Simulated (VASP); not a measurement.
# Bi2SeIO4 in VASP: a series of runs, part 2 of 2

VASP 6.6.1. Earlier steps stand in the parts before.

## 3. Single point, PBE

INCAR reads:

```
SYSTEM = Bi2SeIO4
  ALGO = Normal
  EDIFF = 1E-6
  ENCUT = 520
  GGA = PE
  ISIF = 2
  ISMEAR = -1
  LASPH = .TRUE.
  LCHARG = .FALSE.
  LREAL = Auto
  LWAVE = .FALSE.
  NBANDS = 81
  NELM = 100
  PREC = Accurate
  SIGMA = 0.05
```

KPOINTS reads:

```
k-points
0
G
  2 2 3
  0 0 0
```

POSCAR reads:

```
Bi2SeIO4
1.0
    6.4333660000      0.2963420000     -2.0406490000
   -0.4585520000      7.0290890000     -0.0535020000
    0.3758550000     -0.2899670000      6.6835010000
Bi I O Se
4 2 8 2
Direct
    0.1870481763      0.6052138932      0.3478380310
    0.1833197129      0.2642899001      0.8665039815
    0.7339740694      0.5956942160      0.5059024129
    0.4904229608      0.9273022846      0.7429059488
    0.1567138486      0.7172924833      0.9306976300
    0.2161872033      0.1208288756      0.3415570353
    0.4808231347      0.7969801034      0.4385297883
    0.5524185037      0.2171157772      0.6185908247
    0.9052696149      1.1181019880      0.7604478891
    0.4512609577      0.0752194391      0.1439946837
    0.4724245084      0.4693591848      0.0704070001
    1.0091801024      0.8107959520      0.4928021364
    1.0605120654      0.4610833942      0.6180719910
    0.7592155901      0.8138583154      0.0301275607
    0.6162227818      0.4415017665      0.8858970218
    0.8098917083      0.0725739092      0.0122337909
```

Potentials or basis: VASP PAW PBE potentials, release 64 (Bi_d, I, O, Se).

Launch:

```sh
$ cat potpaw_PBE.64/Bi_d/POTCAR potpaw_PBE.64/I/POTCAR potpaw_PBE.64/O/POTCAR potpaw_PBE.64/Se/POTCAR > POTCAR
$ mpirun -np 1 vasp_std > vasp.out
```

Wall time 4.2 min (1 thread of Intel Xeon Platinum 8488C (Sapphire Rapids), shared host); peak memory 0.42 GiB.

Results (log left out):

```yaml
Free_energy: -66.4329 eV
Pressure: 4.4 GPa
Largest_force: 2.710 eV/Å
Band_gap_on_the_k_mesh: 0.07 eV (least direct gap 0.17 eV)
```

Forces on the atoms (eV/Å):
```
Bi  -0.489  0.457  1.455
Bi   0.713  0.522 -0.558
Bi   1.894 -0.259 -1.185
Bi  -1.424  0.375  0.658
I   -0.716  0.841  0.323
I    1.098  0.290 -1.595
O   -0.011 -0.471  0.172
O   -0.965  0.947  1.041
O   -0.960 -1.594  1.970
O   -1.056  0.298  0.438
O    1.329  0.182  0.048
O   -0.623 -1.105 -0.877
O   -0.081 -1.009 -1.075
O    0.060  1.504 -0.613
Se   0.704 -0.201 -0.660
Se   0.526 -0.775  0.457
```

Stress tensor (GPa, compression positive):
```
 8.13 -1.09  3.20
-1.09  4.58  1.85
 3.20  1.85  0.40
```

Levels at points of the mesh, in eV from the valence-band top:
```csv
k point,band 63,band 64,band 65,band 66,band 67,band 68,band 69,band 70,band 71,band 72
"(0.00, 0.00, 0.00)",-1.00,-0.86,-0.59,-0.25,-0.07,0.12,0.58,0.66,1.14,1.42
"(0.50, 0.00, 0.00)",-1.05,-0.75,-0.62,-0.27,-0.09,0.19,0.40,0.68,1.13,1.36
"(0.00, 0.50, 0.00)",-1.07,-0.93,-0.47,-0.40,-0.19,0.14,0.53,0.80,1.11,1.45
"(0.50, 0.50, 0.00)",-0.83,-0.76,-0.66,-0.34,-0.12,0.11,0.35,0.61,0.98,1.56
```

Caveat: the k points lie up to 0.48 Å⁻¹ apart; spin-orbit coupling is left out, which moves the levels of the heavy elements.

## 4. Single point, PBE

INCAR reads:

```
PREC     = Accurate       # precision mode
ENCUT    = 520            # plane-wave cutoff, eV
EDIFF    = 1E-7           # SCF threshold, eV
ISMEAR   = -1             # smearing method
SIGMA    = 0.05           # smearing width, eV
LREAL    = Auto         
LASPH    = True           # aspherical terms in the spheres
NELM     = 100            # most SCF steps
ALGO     = Normal         # electronic algorithm
ISIF     = 2              # what is computed and relaxed
LWAVE    = False          # write WAVECAR
LCHARG   = False          # write CHGCAR
GGA      = PE             # functional
NBANDS   = 81             # bands
```

KPOINTS reads:

```
regular mesh
0
Gamma
  2 2 3
```

POSCAR reads:

```
Bi2SeIO4
1.0
    6.4333660000      0.2963420000     -2.0406490000
   -0.4585520000      7.0290890000     -0.0535020000
    0.3758550000     -0.2899670000      6.6835010000
Bi I O Se
4 2 8 2
Direct
    0.1786930042      0.6012312732      0.3338875502
    0.1858585526      0.2606574164      0.8626701429
    0.7375894057      0.5776453001      0.5017913908
    0.4743470435      0.9371571841      0.7551107726
    0.1458640223      0.7264544016      0.9406459331
    0.2124163067      0.1005139352      0.3261311430
    0.5302163248      0.7935959676      0.4244864158
    0.4260102013      0.2294880798      0.6074168856
    0.8548937695      1.1041866693      0.8133522103
    0.3928648752      0.1050403142      0.0909071730
    0.5611956446      0.4966581152      0.0956554856
    1.0273588679      0.8062040396      0.4541535005
    1.0485183641      0.4035926803      0.5155893546
    0.7079615631      0.8527764862      0.0182557470
    0.6565524571      0.4493101227      0.8923701972
    0.8035883331      0.0715616892      0.0391956883
```

Potentials or basis: VASP PAW PBE potentials, release 64 (Bi_d, I, O, Se).

Launch:

```sh
$ cat potpaw_PBE.64/Bi_d/POTCAR potpaw_PBE.64/I/POTCAR potpaw_PBE.64/O/POTCAR potpaw_PBE.64/Se/POTCAR > POTCAR
$ mpirun -np 1 vasp_std > vasp.out
```

OUTCAR:

```text
PREC = Accurate
   ENCUT = 520
   EDIFF = 1E-7
   ISMEAR = -1
   LREAL = Auto
   LASPH = True
   NELM = 100
   ISIF = 2
   GGA = PE

 ion  position               nearest neighbor table
   1  0.179  0.601  0.334-  12 2.03  13 2.21   7 2.63   5 2.78   3 3.44   6 3.52   6 3.54   3 3.67
                             4 3.72   2 3.87
   2  0.186  0.261  0.863-  10 2.16   9 2.42  13 2.55   8 2.64   4 3.19   5 3.32   6 3.33   1 3.87

[... 885 lines left out ...]
  -------------------------------------------------------------------------------------
  Total       15.8420160     21.0135112     19.8516965     -3.9070886      0.8168314      1.0902289
  in kB       82.3667419    109.2546842    103.2141091    -20.3139651      4.2469181      5.6683824
  external PRESSURE =      98.2785117 kB  Pullay stress =       0.0000000 kB

 VOLUME and BASIS-vectors are now :
 -----------------------------------------------------------------------------
  energy-cutoff  :      520.00
  volume of cell :      308.15
      direct lattice vectors                 reciprocal lattice vectors
     6.433366000  0.296342000 -2.040649000     0.152401934  0.009880172 -0.008141856
    -0.458552000  7.029089000 -0.053502000    -0.004507087  0.142020749  0.006415102
     0.375855000 -0.289967000  6.683501000     0.046496247  0.004153565  0.147187612

 POSITION                                       TOTAL-FORCE (eV/Angst)
 -----------------------------------------------------------------------------------
      0.99940      4.18225      1.83472         1.668656     -1.414652      1.522471
      1.40041      1.63712      5.37244        -0.786261      1.580664     -1.172377
      4.66890      4.13340      1.81766         0.956968     -0.124478     -0.942397
      2.90573      6.50897      4.02867        -1.894104     -1.307618     -1.913967
      0.95883      4.87678      5.95028        -0.721471      0.259299     -2.202439
      1.44304      0.67490      1.74085         0.336710      0.900037     -0.866983
[... 8 lines left out ...]
      4.35321      3.09405      4.60033         0.783571     -0.311488     -1.848474
      5.15169      0.72979     -1.38171         1.307812      3.766399      4.700047
 -----------------------------------------------------------------------------------
    total drift:                               -0.003957     -0.001517      0.015617

  FREE ENERGIE OF THE ION-ELECTRON SYSTEM (eV)
  ---------------------------------------------------
  free  energy   TOTEN  =       -67.8422185374 eV

  energy  without entropy=      -67.7923931846  energy(sigma->0) =      -67.81730586
```

stdout:

```text
POSCAR found type information on POSCAR BiI O Se
 POSCAR found :  4 types and      16 ions
 scaLAPACK will be used
 LDA part: xc-table for (Slater+PW92), standard interpolation
 POSCAR, INCAR and KPOINTS ok, starting setup
 FFT: planning ... GRIDC
 FFT: planning ... GRID_SOFT
 FFT: planning ... GRID
 WAVECAR not read
 entering main loop
```

Wall time 4.1 min (1 thread of Intel Xeon Platinum 8488C (Sapphire Rapids), shared host); peak memory 0.42 GiB.

What came out:

```
Free energy            : -67.8422 eV
Pressure               : 9.8 GPa
Largest force          : 6.163 eV/Å
Band gap on the k mesh : 0.01 eV (least direct gap 0.12 eV)
```

Forces in eV/Å, atoms in the order of the input:
```
Bi   1.669 -1.415  1.522
Bi  -0.786  1.581 -1.172
Bi   0.957 -0.124 -0.942
Bi  -1.894 -1.308 -1.914
I   -0.721  0.259 -2.202
I    0.337  0.900 -0.867
O   -0.737  0.593  1.170
O    0.182  0.056  0.746
O    1.185 -0.231 -3.463
O    0.222 -0.280 -0.091
O   -0.736  0.677  3.009
O   -1.331 -0.215  0.813
O   -0.636 -0.289  0.307
O    0.199 -3.660  0.234
Se   0.784 -0.311 -1.848
Se   1.308  3.766  4.700
```

Caveat: the k points lie up to 0.48 Å⁻¹ apart; spin-orbit coupling is left out, which moves the levels of the heavy elements.

## 5. The runs side by side

```csv
cell,gap on the mesh (eV),pressure (GPa),largest force (eV/Å)
"as given, atomic positions A",0.06,6.7,5.44
"as given, atomic positions B",0.07,4.4,2.71
"as given, atomic positions C",0.01,9.8,6.16
```

Alike in all rows: task single point; level PBE; potentials or basis VASP PAW PBE potentials, release 64 (Bi_d, I, O, Se); no spin polarisation; k mesh 2 × 2 × 3; cutoff (eV) 520; smearing fermi-dirac 0.05 eV.

Caveats: all runs use coarse meshes; spin-orbit coupling is left out, which moves the levels of the heavy elements.

Absolute energies hang on the potentials; compare differences alone.
